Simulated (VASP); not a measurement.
A run of VASP 6.6.1:

The input INCAR:

```
PREC = Accurate
ENCUT = 500
EDIFF = 1E-7
ISMEAR = -1
SIGMA = 0.1
LREAL = F
LASPH = T
NELM = 120
ALGO = Normal
ISIF = 3
LWAVE = F
LCHARG = F
IBRION = 2
NSW = 60
EDIFFG = -0.005
GGA_COMPAT = F
NELMIN = 4
```

The input KPOINTS:

```
regular mesh
0
Gamma
  10 10 10
```

File POSCAR:

```
Sb
1.0
    0.0000000000      3.2710663102      3.2710663102
    3.2710663102      0.0000000000      3.2710663102
    3.2710663102      3.2710663102      0.0000000000
Sb
2
Direct
   -0.1250000000     -0.1250000000     -0.1250000000
    0.1250000000      0.1250000000      0.1250000000
```

Potentials or basis: VASP PAW LDA potentials, release 64 (Sb_d_GW).

Command:

```sh
$ cat potpaw_LDA.64/Sb_d_GW/POTCAR > POTCAR
$ mpirun -np 1 vasp_std > vasp.out
```

Hardware: 1 thread of AMD EPYC 7R43 64-Core Processor (Zen 3), on a shared host.

Problem. Estimate the wall time of this run.

Solution. It took 12 min on 1 thread of AMD EPYC 7R43 64-Core Processor (Zen 3), on a shared host, peak memory 0.18 GiB. Counts: scf iterations 31, k points 47, ion steps 3.
